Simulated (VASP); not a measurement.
# Y (P6_3/mmc) in VASP: notebook

The runs below take Y through single point, with PBE.

Program: VASP 6.6.1. These are calculated values, not measurements. Logs are shortened: lines on timing, memory, paths and dates and some standing lists are left out, and cuts for length are marked.

**1. The cell of the first run**

It takes space group P6_3/mmc (No. 194, hexagonal). The conventional cell has a = 3.695 Å, b = 3.695 Å, c = 5.806 Å, α = 90.00°, β = 90.00°, γ = 120.00°. Within 4.7 Å of Y (site symmetry -6m2) lie 12 Y at 3.60 to 3.70 Å.

**2. Single point, PBE**

INCAR reads:

```
ALGO     = Normal         # electronic algorithm
EDIFF    = 1E-7           # SCF threshold, eV
ENCUT    = 520            # plane-wave cutoff, eV
GGA      = PE             # functional
ISIF     = 2              # what is computed and relaxed
ISMEAR   = -1             # smearing method
LASPH    = True           # aspherical terms in the spheres
LCHARG   = True           # write CHGCAR
LELF     = True           # ELF
LREAL    = False          # projectors in reciprocal space
LVHAR    = True         
LWAVE    = False          # write WAVECAR
NBANDS   = 18             # bands
NELM     = 60             # most SCF steps
PREC     = Accurate       # precision mode
SIGMA    = 0.1            # smearing width, eV
```

KPOINTS reads:

```
k-points
0
Gamma
  9 9 5
```

POSCAR reads:

```
Y
1.0
    3.6953976095      0.0000000000      0.0000000000
   -1.8476988047      3.2003081484      0.0000000000
    0.0000000000      0.0000000000      5.8060112795
Y
2
Direct
    0.3333333333      0.6666666667      0.2500000000
    0.6666666667      0.3333333333      0.7500000000
```

Potentials or basis: VASP PAW PBE potentials, release 64 (Y_sv).

Launch:

```
> cat potpaw_PBE.64/Y_sv/POTCAR > POTCAR
> mpirun -np 1 vasp_std > vasp.out
```

OUTCAR:

```text
EDIFF = 1E-7
   ENCUT = 520
   GGA = PE
   ISIF = 2
   ISMEAR = -1
   LASPH = True
   LREAL = False
   NELM = 60
   PREC = Accurate

 ion  position               nearest neighbor table
   1  0.333  0.667  0.250-   2 3.60   2 3.60   2 3.60   2 3.60   2 3.60   2 3.60
   2  0.667  0.333  0.750-   1 3.60   1 3.60   1 3.60   1 3.60   1 3.60   1 3.60

  LATTYP: Found a hexagonal cell.
 ALAT       =     3.6953976095
 C/A-ratio  =     1.5711465701

  Lattice vectors:

 A1 = (   3.6953976095,   0.0000000000,   0.0000000000)
 A2 = (  -1.8476988047,   3.2003081484,   0.0000000000)
 A3 = (   0.0000000000,   0.0000000000,   5.8060112795)

Analysis of symmetry for initial positions (statically):
=====================================================================
 Subroutine PRICEL returns:
 Original cell was already a primitive cell.

 Routine SETGRP: Setting up the symmetry group for a
 hexagonal supercell.

 Subroutine GETGRP returns: Found 24 space group operations
 (whereof 12 operations were pure point group operations)
 out of a pool of 24 trial point group operations.

The static configuration has the point symmetry D_3d.
 The point group associated with its full space group is D_6h.

Analysis of symmetry for dynamics (positions and initial velocities):
=====================================================================
 Subroutine PRICEL returns:
 Original cell was already a primitive cell.

 Routine SETGRP: Setting up the symmetry group for a
 hexagonal supercell.

 Subroutine GETGRP returns: Found 24 space group operations
 (whereof 12 operations were pure point group operations)
 out of a pool of 24 trial point group operations.

The dynamic configuration has the point symmetry D_3d.
 The point group associated with its full space group is D_6h.

 Subroutine INISYM returns: Found 24 space group operations
 (whereof 12 operations are pure point group operations),
 and found     1 'primitive' translations

----------------------------------------------------------------------------------------

                                     Primitive cell

  volume of cell :      68.6643

  direct lattice vectors                    reciprocal lattice vectors
     3.695397610  0.000000000  0.000000000     0.270606875  0.156234955  0.000000000
    -1.847698805  3.200308148  0.000000000     0.000000000  0.312469910  0.000000000
     0.000000000  0.000000000  5.806011279     0.000000000  0.000000000  0.172235284

  length of vectors
     3.695397610  3.695397559  5.806011279     0.312469906  0.312469910  0.172235284

  position of ions in fractional coordinates (direct lattice)
     0.333333333  0.666666667  0.250000000
     0.666666667  0.333333333  0.750000000

  ion indices of the primitive-cell ions
   primitive index   ion index
                 1           1
                 2           2

----------------------------------------------------------------------------------------

 KPOINTS: k-points

Automatic generation of k-mesh.
 Grid dimensions read from file:
 generate k-points for:    9    9    5

 Generating k-lattice:

  Cartesian coordinates                     Fractional coordinates (reciprocal lattice)
     0.030067431  0.017359439  0.000000000     0.111111111  0.000000000  0.000000000
     0.000000000  0.034718879  0.000000000     0.000000000  0.111111111  0.000000000
     0.000000000  0.000000000  0.034447057     0.000000000  0.000000000  0.200000000

  Length of vectors
     0.034718878  0.034718879  0.034447057

  Shift w.r.t. Gamma in fractional coordinates (k-lattice)
     0.000000000  0.000000000  0.000000000

 Subroutine IBZKPT returns following result:
 ===========================================

 Found     36 irreducible k-points:

 Following reciprocal coordinates:
            Coordinates               Weight
  0.000000  0.000000  0.000000      1.000000
  0.111111 -0.000000  0.000000      6.000000
  0.222222 -0.000000  0.000000      6.000000
  0.333333 -0.000000  0.000000      6.000000
  0.444444 -0.000000  0.000000      6.000000
  0.111111  0.111111  0.000000      6.000000
[... 16 lines left out ...]
  0.333333  0.222222  0.200000     24.000000
  0.333333  0.333333  0.200000      4.000000
 [... further k-points ...]
   k-points           NKPTS =     36   k-points in BZ     NKDIM =     36   number of bands    NBANDS=     18
   number of dos      NEDOS =    301   number of ions     NIONS =      2
   total plane-waves  NPLWV =  37632
   dimension x,y,z NGX =    28 NGY =   28 NGZ =   48
   dimension x,y,z NGXF=    56 NGYF=   56 NGZF=   96
   ions per type =               2
   NGX,Y,Z   is equivalent  to a cutoff of  12.60, 12.60, 13.74 a.u.
   NGXF,Y,Z  is equivalent  to a cutoff of  25.19, 25.19, 27.49 a.u.
 SYSTEM =  unknown system
   PREC   = accura    normal or accurate (medium, high low for compatibility)
   ISTART =      0    job   : 0-new  1-cont  2-samecut
   ICHARG =      2    charge: 1-file 2-atom 10-const
   ISPIN  =      1    spin polarized calculation?
   LNONCOLLINEAR =      F non collinear calculations
   LSORBIT =      F    spin-orbit coupling
   LASPH  =      T    aspherical Exc in radial PAW
   ENCUT  =  520.0 eV  38.22 Ry    6.18 a.u.   6.87  6.87 10.80*2*pi/ulx,y,z
   NELM   =     60;   NELMIN=  2; NELMDL= -5     # of ELM steps
   EDIFF  = 0.1E-06   stopping-criterion for ELM
   LREAL  =      F    real-space projection
   EDIFFG = 0.1E-05   stopping-criterion for IOM
   NSW    =      0    number of steps for IOM
   IBRION =     -1    ionic relax: 0-MD 1-quasi-New 2-CG
   NFREE  =      0    steps in history (QN), initial steepest desc. (CG)
   ISIF   =      2    stress and relaxation
   ISYM   =      2    0-nonsym 1-usesym 2-fastsym
   POTIM  = 0.5000    time-step for ionic-motion
   TEBEG  =    0.0;   TEEND  =   0.0 temperature during run
   PSTRESS=    0.0 pullay stress
   NELECT =      22.0000    total number of electrons
   NUPDOWN=      -1.0000    fix difference up-down
   EMIN   =  10.00;   EMAX   =-10.00  energy-range for DOS
   EFERMI =   0.00;   METHOD = LEGACY
   ISMEAR =    -1;   SIGMA  =   0.10  broadening in eV -4-tet -1-fermi 0-gaus
   EFERMI_NEDOS =   21; number of points for ismear=-14 and -15
   IALGO  =     38    algorithm
   IMIX   =      4    mixing-type and parameters
     AMIX     =   0.40;   BMIX     =  1.00
     AMIX_MAG =   1.60;   BMIX_MAG =  1.00
  volume/ion in A,a.u.               =      34.33       231.68
  Fermi-wavevector in a.u.,A,eV,Ry     =   1.120225  2.116919 17.074020  1.254905
  Thomas-Fermi vector in A             =   2.256870
   LORBIT       =      0    0 simple, 1 ext, 2 COOP (PROOUT), +10 PAW based schemes
   GGA     = PE    functional components
   LHFCALC =     F    Hartree Fock is set to
   AEXX    =    0.0000 exact exchange contribution
   IVDW    =     0    specifies the selected vdW correction
   LEPSILON=     F    determine dielectric tensor
   LRPA    =     F    only Hartree local field effects (RPA)
 non-spin polarized calculation
  energy-cutoff  :      520.00
  volume of cell :       68.66
 maximum number of plane-waves:      1863
 NGX is ok and might be reduce to    28
   NGX = 13   NGY = 13   NGZ = 21

 number of electron      22.0000001 magnetization

 Free energy of the ion-electron system (eV)
  ---------------------------------------------------
  ext. energy  EPLUGINS =         0.00000000
  ---------------------------------------------------
  free energy    TOTEN  =       -12.91360112 eV

  energy without entropy =      -12.78658531  energy(sigma->0) =      -12.85009321

 E-fermi :   2.7885     XC(G=0):  -9.2581

 val. band max:        2.7763260529   @ k =   0.4444   0.1111   0.4000
 cond. band min:       2.8033817429   @ k =   0.3333   0.1111   0.2000
 fundamental gap:      0.0270556900
 Fermi energy:         2.7884798862

 k-point     1 :       0.0000    0.0000    0.0000
  band No.  band energies     occupation
      1     -40.0112      2.00000
      2     -39.9513      2.00000
      3     -20.2355      2.00000
      4     -19.8245      2.00000
      5     -19.8245      2.00000
      6     -19.7474      2.00000
[... 10 lines left out ...]
     17       5.4847      0.00000
     18       5.4847      0.00000

 k-point     2 :       0.1111   -0.0000    0.0000
  band No.  band energies     occupation
      1     -40.0063      2.00000
      2     -39.9496      2.00000
      3     -20.2168      2.00000
      4     -19.8618      2.00000
      5     -19.8371      2.00000
      6     -19.7866      2.00000
[... 10 lines left out ...]
     17       5.2646      0.00000
     18       5.2865      0.00000

 k-point     3 :       0.2222   -0.0000    0.0000
  band No.  band energies     occupation
      1     -39.9933      2.00000
      2     -39.9457      2.00000
      3     -20.1654      2.00000
      4     -19.9567      2.00000
      5     -19.8822      2.00000
      6     -19.8678      2.00000
[... 10 lines left out ...]
     17       5.6888      0.00000
     18       5.9020      0.00000

 k-point     4 :       0.3333   -0.0000    0.0000
  band No.  band energies     occupation
      1     -39.9770      2.00000
      2     -39.9426      2.00000
      3     -20.0948      2.00000
      4     -20.0654      2.00000
      5     -19.9855      2.00000
      6     -19.9009      2.00000
[... 375 lines left out ...]
      4     -20.0673      2.00000
      5     -19.9549      2.00000
      6     -19.9408      2.00000
[... 10 lines left out ...]
     17       7.0203      0.00000
     18       7.2386      0.00000

 k-point    23 :       0.3333    0.2222    0.2000
  band No.  band energies     occupation
      1     -39.9561      2.00000
      2     -39.9452      2.00000
      3     -20.1222      2.00000
      4     -20.0776      2.00000
      5     -20.0045      2.00000
      6     -19.9214      2.00000
[... 10 lines left out ...]
     17       7.0513      0.00000
     18       7.7438      0.00000

 k-point    24 :       0.3333    0.3333    0.2000
  band No.  band energies     occupation
      1     -39.9490      2.00000
      2     -39.9490      2.00000
      3     -20.0725      2.00000
      4     -20.0686      2.00000
      5     -20.0686      2.00000
      6     -19.9386      2.00000
[... 10 lines left out ...]
     17       7.2612      0.00000
     18       7.2612      0.00000

 [... further k-points ...]
[... 5 lines left out ...]
  --------------------------------------------------------------------------------------
  -------------------------------------------------------------------------------------
  Total       -0.6641519     -0.6641518     -0.7883296     -0.0000000      0.0000000      0.0000000
  in kB      -15.4969823    -15.4969818    -18.3944830     -0.0000000      0.0000000      0.0000000
  external PRESSURE =     -16.4628157 kB  Pullay stress =       0.0000000 kB

 VOLUME and BASIS-vectors are now :
 -----------------------------------------------------------------------------
  energy-cutoff  :      520.00
  volume of cell :       68.66
      direct lattice vectors                 reciprocal lattice vectors
     3.695397610  0.000000000  0.000000000     0.270606875  0.156234955  0.000000000
    -1.847698805  3.200308148  0.000000000     0.000000000  0.312469910  0.000000000
     0.000000000  0.000000000  5.806011279     0.000000000  0.000000000  0.172235284

 POSITION                                       TOTAL-FORCE (eV/Angst)
 -----------------------------------------------------------------------------------
     -0.00000      2.13354      1.45150        -0.000000      0.000000      0.000000
      1.84770      1.06677      4.35451         0.000000     -0.000000      0.000000
 -----------------------------------------------------------------------------------
    total drift:                               -0.000000      0.000000     -0.000000

  FREE ENERGIE OF THE ION-ELECTRON SYSTEM (eV)
  ---------------------------------------------------
  free  energy   TOTEN  =       -12.9136011196 eV

  energy  without entropy=      -12.7865853097  energy(sigma->0) =      -12.85009321
```

Run time: 1.7 min. Hardware: 1 thread of Intel Xeon 8259CL, shared host; peak memory 0.21 GiB.

What came out:

```
Free energy            : -12.9136 eV
Pressure               : -1.6 GPa
Band gap on the k mesh : zero (bands 11 and 12 overlap by 1.20 eV)
```

**3. Single point, PBE**

This run uses another cell than the first one, of 34.99 Å³/atom.

INCAR reads:

```
  PREC = Accurate
  ENCUT = 520
  EDIFF = 1E-6
  ISMEAR = -1
  SIGMA = 0.1
  LREAL = False
  LASPH = True
  NELM = 100
  ALGO = Normal
  ISIF = 2
  LWAVE = False
  LCHARG = False
  GGA = PE
  NBANDS = 18
```

KPOINTS reads:

```
Automatic mesh
0
Gamma
  9 9 5
```

POSCAR reads:

```
Y
1.0
    3.7189358085      0.0000000000      0.0000000000
   -1.8594679043      3.2206928263      0.0000000000
    0.0000000000      0.0000000000      5.8429932402
Y
2
Direct
    0.3333333333      0.6666666667      0.2500000000
    0.6666666667      0.3333333333      0.7500000000
```

Potentials or basis: VASP PAW PBE potentials, release 64 (Y_sv).

Launch:

```
> cat potpaw_PBE.64/Y_sv/POTCAR > POTCAR
> mpirun -np 1 vasp_std > vasp.out
```

Wall time 97 s (1 thread of Intel Xeon 8259CL, shared host); peak memory 0.21 GiB.

It converged, with:

```yaml
Free_energy: -12.8974 eV
Pressure: -2.3 GPa
Band_gap_on_the_k_mesh: zero (bands 11 and 12 overlap by 1.15 eV)
```

Stress tensor (GPa, compression positive):
```
-2.20  0.00  0.00
 0.00 -2.20  0.00
 0.00  0.00 -2.47
```

Levels at points of the mesh, in eV from the Fermi level:
| k point | band 7 | band 8 | band 9 | band 10 | band 11 | band 12 | band 13 | band 14 | band 15 | band 16 |
| --- | --- | --- | --- | --- | --- | --- | --- | --- | --- | --- |
| (0.00, 0.00, 0.00) | -22.60 | -22.57 | -4.58 | -1.77 | 0.70 | 1.69 | 1.69 | 1.96 | 2.25 | 2.25 |

The gap in the log of VASP goes by the Fermi energy; the results here count the filled bands.